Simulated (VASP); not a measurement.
# O (P6_3/mmc) in VASP: a series of runs

The runs below take O through single point, with PBEsol.

Program: VASP 6.6.1. These are calculated values, not measurements. Logs are shortened: lines on timing, memory, paths and dates and some standing lists are left out, and cuts for length are marked.

## 1. The cell of the first run

The structure is hexagonal, space group P6_3/mmc (No. 194). Conventional cell: a = 2.509 Å, b = 2.509 Å, c = 6.441 Å, α = 90.00°, β = 90.00°, γ = 120.00°. Within 1.5 Å of O (site symmetry 3m) lie 1 O at 1.15 Å.

## 2. Single point, PBEsol (volume scaled by 0.94)

Input file INCAR:

```
SYSTEM = O
PREC = Accurate
ENCUT = 520
EDIFF = 1E-6
ISMEAR = -1
SIGMA = 0.03
LREAL = .False.
LASPH = .True.
NELM = 60
ALGO = Normal
ISIF = 2
LWAVE = .False.
LCHARG = .False.
GGA = PS
NBANDS = 20
```

Input file KPOINTS:

```
Automatic mesh
0
Gamma
  13 13 5
  0 0 0
```

Input file POSCAR:

```
O
1.0
    2.5087195752      0.0000000000      0.0000000000
   -1.2543597876      2.1726148830      0.0000000000
    0.0000000000      0.0000000000      6.4407786648
O
4
Direct
    0.3333333333      0.6666666667      0.1610000000
    0.6666666667      0.3333333333      0.6610000000
    0.3333333333      0.6666666667      0.3390000000
    0.6666666667      0.3333333333      0.8390000000
```

Potentials or basis: VASP PAW PBE potentials, release 64 (O).

The run is started by

```console
> cat potpaw_PBE.64/O/POTCAR > POTCAR
> mpirun -np 1 vasp_std > vasp.out
```

OUTCAR:

```text
SYSTEM = O
   PREC = Accurate
   ENCUT = 520
   EDIFF = 1E-6
   ISMEAR = -1
   LREAL = .False.
   LASPH = .True.
   NELM = 60
   ISIF = 2
   GGA = PS

 ion  position               nearest neighbor table
   1  0.333  0.667  0.161-   3 1.15
   2  0.667  0.333  0.661-   4 1.15
   3  0.333  0.667  0.339-   1 1.15
   4  0.667  0.333  0.839-   2 1.15

  LATTYP: Found a hexagonal cell.
 ALAT       =     2.5087195752
 C/A-ratio  =     2.5673569611

  Lattice vectors:

 A1 = (   2.5087195752,   0.0000000000,   0.0000000000)
 A2 = (  -1.2543597876,   2.1726148830,   0.0000000000)
 A3 = (   0.0000000000,   0.0000000000,   6.4407786648)

Analysis of symmetry for initial positions (statically):
=====================================================================
 Subroutine PRICEL returns:
 Original cell was already a primitive cell.

 Routine SETGRP: Setting up the symmetry group for a
 hexagonal supercell.

 Subroutine GETGRP returns: Found 24 space group operations
 (whereof 12 operations were pure point group operations)
 out of a pool of 24 trial point group operations.

The static configuration has the point symmetry D_3d.
 The point group associated with its full space group is D_6h.

Analysis of symmetry for dynamics (positions and initial velocities):
=====================================================================
 Subroutine PRICEL returns:
 Original cell was already a primitive cell.

 Routine SETGRP: Setting up the symmetry group for a
 hexagonal supercell.

 Subroutine GETGRP returns: Found 24 space group operations
 (whereof 12 operations were pure point group operations)
 out of a pool of 24 trial point group operations.

The dynamic configuration has the point symmetry D_3d.
 The point group associated with its full space group is D_6h.

 Subroutine INISYM returns: Found 24 space group operations
 (whereof 12 operations are pure point group operations),
 and found     1 'primitive' translations

----------------------------------------------------------------------------------------

                                     Primitive cell

  volume of cell :      35.1053

  direct lattice vectors                    reciprocal lattice vectors
     2.508719575  0.000000000  0.000000000     0.398609717  0.230137427  0.000000000
    -1.254359788  2.172614883  0.000000000     0.000000000  0.460274855  0.000000000
     0.000000000  0.000000000  6.440778665     0.000000000  0.000000000  0.155260730

  length of vectors
     2.508719575  2.508719575  6.440778665     0.460274855  0.460274855  0.155260730

  position of ions in fractional coordinates (direct lattice)
     0.333333333  0.666666667  0.161000000
     0.666666667  0.333333333  0.661000000
     0.333333333  0.666666667  0.339000000
     0.666666667  0.333333333  0.839000000

  ion indices of the primitive-cell ions
   primitive index   ion index
                 1           1
                 2           2
                 3           3
                 4           4

----------------------------------------------------------------------------------------

 KPOINTS: Automatic mesh

Automatic generation of k-mesh.
 Grid dimensions read from file:
 generate k-points for:   13   13    5

 Generating k-lattice:

  Cartesian coordinates                     Fractional coordinates (reciprocal lattice)
     0.030662286  0.017702879  0.000000000     0.076923077  0.000000000  0.000000000
     0.000000000  0.035405758  0.000000000     0.000000000  0.076923077  0.000000000
     0.000000000  0.000000000  0.031052146     0.000000000  0.000000000  0.200000000

  Length of vectors
     0.035405758  0.035405758  0.031052146

  Shift w.r.t. Gamma in fractional coordinates (k-lattice)
     0.000000000  0.000000000  0.000000000

 Subroutine IBZKPT returns following result:
 ===========================================

 Found     63 irreducible k-points:

 Following reciprocal coordinates:
            Coordinates               Weight
  0.000000  0.000000  0.000000      1.000000
  0.076923  0.000000  0.000000      6.000000
  0.153846  0.000000  0.000000      6.000000
  0.230769  0.000000  0.000000      6.000000
  0.307692  0.000000  0.000000      6.000000
  0.384615  0.000000  0.000000      6.000000
[... 16 lines left out ...]
  0.076923  0.000000  0.200000     12.000000
  0.153846  0.000000  0.200000     12.000000
 [... further k-points ...]
   k-points           NKPTS =     63   k-points in BZ     NKDIM =     63   number of bands    NBANDS=     20
   number of dos      NEDOS =    301   number of ions     NIONS =      4
   total plane-waves  NPLWV =  19200
   dimension x,y,z NGX =    20 NGY =   20 NGZ =   48
   dimension x,y,z NGXF=    40 NGYF=   40 NGZF=   96
   ions per type =               4
   NGX,Y,Z   is equivalent  to a cutoff of  13.25, 13.25, 12.39 a.u.
   NGXF,Y,Z  is equivalent  to a cutoff of  26.51, 26.51, 24.78 a.u.
 SYSTEM =  O
   PREC   = accura    normal or accurate (medium, high low for compatibility)
   ISTART =      0    job   : 0-new  1-cont  2-samecut
   ICHARG =      2    charge: 1-file 2-atom 10-const
   ISPIN  =      1    spin polarized calculation?
   LNONCOLLINEAR =      F non collinear calculations
   LSORBIT =      F    spin-orbit coupling
   LASPH  =      T    aspherical Exc in radial PAW
   ENCUT  =  520.0 eV  38.22 Ry    6.18 a.u.   4.66  4.66 11.98*2*pi/ulx,y,z
   NELM   =     60;   NELMIN=  2; NELMDL= -5     # of ELM steps
   EDIFF  = 0.1E-05   stopping-criterion for ELM
   LREAL  =      F    real-space projection
   EDIFFG = 0.1E-04   stopping-criterion for IOM
   NSW    =      0    number of steps for IOM
   IBRION =     -1    ionic relax: 0-MD 1-quasi-New 2-CG
   NFREE  =      0    steps in history (QN), initial steepest desc. (CG)
   ISIF   =      2    stress and relaxation
   ISYM   =      2    0-nonsym 1-usesym 2-fastsym
   POTIM  = 0.5000    time-step for ionic-motion
   TEBEG  =    0.0;   TEEND  =   0.0 temperature during run
   PSTRESS=    0.0 pullay stress
   NELECT =      24.0000    total number of electrons
   NUPDOWN=      -1.0000    fix difference up-down
   EMIN   =  10.00;   EMAX   =-10.00  energy-range for DOS
   EFERMI =   0.00;   METHOD = LEGACY
   ISMEAR =    -1;   SIGMA  =   0.03  broadening in eV -4-tet -1-fermi 0-gaus
   EFERMI_NEDOS =   21; number of points for ismear=-14 and -15
   IALGO  =     38    algorithm
   IMIX   =      4    mixing-type and parameters
     AMIX     =   0.40;   BMIX     =  1.00
     AMIX_MAG =   1.60;   BMIX_MAG =  1.00
  volume/ion in A,a.u.               =       8.78        59.23
  Fermi-wavevector in a.u.,A,eV,Ry     =   1.442185  2.725334 28.298706  2.079896
  Thomas-Fermi vector in A             =   2.560733
   LORBIT       =      0    0 simple, 1 ext, 2 COOP (PROOUT), +10 PAW based schemes
   GGA     = PS    functional components
   LHFCALC =     F    Hartree Fock is set to
   AEXX    =    0.0000 exact exchange contribution
   IVDW    =     0    specifies the selected vdW correction
   LEPSILON=     F    determine dielectric tensor
   LRPA    =     F    only Hartree local field effects (RPA)
 non-spin polarized calculation
  energy-cutoff  :      520.00
  volume of cell :       35.11
 maximum number of plane-waves:       971
 NGX is ok and might be reduce to    20
   NGX =  9   NGY =  9   NGZ = 23

 number of electron      24.0000004 magnetization

 Free energy of the ion-electron system (eV)
  ---------------------------------------------------
  ext. energy  EPLUGINS =         0.00000000
  ---------------------------------------------------
  free energy    TOTEN  =       -19.58477223 eV

  energy without entropy =      -19.57695180  energy(sigma->0) =      -19.58086201

 E-fermi :   3.0627     XC(G=0): -11.1906

 val. band max:        3.0218992360   @ k =   0.1538   0.0769   0.2000
 cond. band min:       3.0726547160   @ k =   0.2308   0.0000   0.2000
 fundamental gap:      0.0507554799
 Fermi energy:         3.0627071877

 k-point     1 :       0.0000    0.0000    0.0000
  band No.  band energies     occupation
      1     -26.8926      2.00000
      2     -26.7415      2.00000
      3     -13.2507      2.00000
      4     -11.0337      2.00000
      5      -7.6934      2.00000
      6      -4.3199      2.00000
[... 12 lines left out ...]
     19      18.9633      0.00000
     20      19.1985      0.00000

 k-point     2 :       0.0769    0.0000    0.0000
  band No.  band energies     occupation
      1     -26.8435      2.00000
      2     -26.6970      2.00000
      3     -13.1603      2.00000
      4     -10.9834      2.00000
      5      -7.6617      2.00000
      6      -4.4513      2.00000
[... 12 lines left out ...]
     19      19.0713      0.00000
     20      19.2085      0.00000

 k-point     3 :       0.1538    0.0000    0.0000
  band No.  band energies     occupation
      1     -26.7077      2.00000
      2     -26.5726      2.00000
      3     -12.8977      2.00000
      4     -10.8456      2.00000
      5      -7.5873      2.00000
      6      -4.9354      2.00000
[... 12 lines left out ...]
     19      19.2510      0.00000
     20      19.3473      0.00000

 k-point     4 :       0.2308    0.0000    0.0000
  band No.  band energies     occupation
      1     -26.5093      2.00000
      2     -26.3925      2.00000
      3     -12.4909      2.00000
      4     -10.6553      2.00000
      5      -7.5342      2.00000
      6      -5.7015      2.00000
[... 429 lines left out ...]
 k-point    23 :       0.0769    0.0000    0.2000
  band No.  band energies     occupation
      1     -26.8298      2.00000
      2     -26.7115      2.00000
      3     -13.0165      2.00000
      4     -11.3223      2.00000
      5      -7.2310      2.00000
      6      -4.6865      2.00000
[... 12 lines left out ...]
     19      18.8804      0.00000
     20      18.9717      0.00000

 k-point    24 :       0.1538    0.0000    0.2000
  band No.  band energies     occupation
      1     -26.6950      2.00000
      2     -26.5859      2.00000
      3     -12.7609      2.00000
      4     -11.1603      2.00000
      5      -7.1938      2.00000
      6      -5.0620      2.00000
[... 12 lines left out ...]
     19      19.0150      0.00000
     20      19.2400      0.00000

 [... further k-points ...]

------------------------ aborting loop because EDIFF is reached ----------------------------------------

  FORCE on cell =-STRESS in cart. coord.  units (eV):
  Direction    XX          YY          ZZ          XY          YZ          ZX
  --------------------------------------------------------------------------------------
  -------------------------------------------------------------------------------------
  Total       -0.6518373     -0.6518373     21.4554948      0.0000000     -0.0000000      0.0000000
  in kB      -29.7492866    -29.7492866    979.2100756      0.0000000     -0.0000000      0.0000000
  external PRESSURE =     306.5705008 kB  Pullay stress =       0.0000000 kB

 VOLUME and BASIS-vectors are now :
 -----------------------------------------------------------------------------
  energy-cutoff  :      520.00
  volume of cell :       35.11
      direct lattice vectors                 reciprocal lattice vectors
     2.508719575  0.000000000  0.000000000     0.398609717  0.230137427  0.000000000
    -1.254359788  2.172614883  0.000000000     0.000000000  0.460274855  0.000000000
     0.000000000  0.000000000  6.440778665     0.000000000  0.000000000  0.155260730

 POSITION                                       TOTAL-FORCE (eV/Angst)
 -----------------------------------------------------------------------------------
     -0.00000      1.44841      1.03697         0.000000      0.000000     -7.374669
      1.25436      0.72420      4.25735        -0.000000     -0.000000     -7.374669
     -0.00000      1.44841      2.18342         0.000000      0.000000      7.374669
      1.25436      0.72420      5.40381         0.000000     -0.000000      7.374669
 -----------------------------------------------------------------------------------
    total drift:                               -0.000000      0.000000      0.000000

  FREE ENERGIE OF THE ION-ELECTRON SYSTEM (eV)
  ---------------------------------------------------
  free  energy   TOTEN  =       -19.5847722292 eV

  energy  without entropy=      -19.5769517999  energy(sigma->0) =      -19.58086201
```

Run time: 31 s. Hardware: 1 thread of AMD EPYC 7R43 (Zen 3), shared host; peak memory 0.12 GiB.

Results:

- Free energy: -19.5848 eV
- Pressure: 30.7 GPa
- Largest force: 7.375 eV/Å
- Band gap on the k mesh: zero (band 12 reaches 4.32 eV, above the bottom of band 13 at 2.13 eV)

Forces on the atoms (eV/Å):
```
O    0.000  0.000 -7.375
O    0.000  0.000 -7.375
O    0.000  0.000  7.375
O    0.000  0.000  7.375
```

Levels at points of the mesh, in eV from the Fermi level:
```csv
k point,band 9,band 10,band 11,band 12,band 13,band 14,band 15,band 16
"(0.00, 0.00, 0.00)",-6.53,-6.53,1.15,1.15,1.45,1.45,9.00,10.00
```

Caveat: the standard files for N, O and F lose accuracy on very short bonds; spin is off for a triplet molecule; the PAW data sets were made with another functional, which shifts forces and pressure a little.

(Part 1 of 2 ends here.)
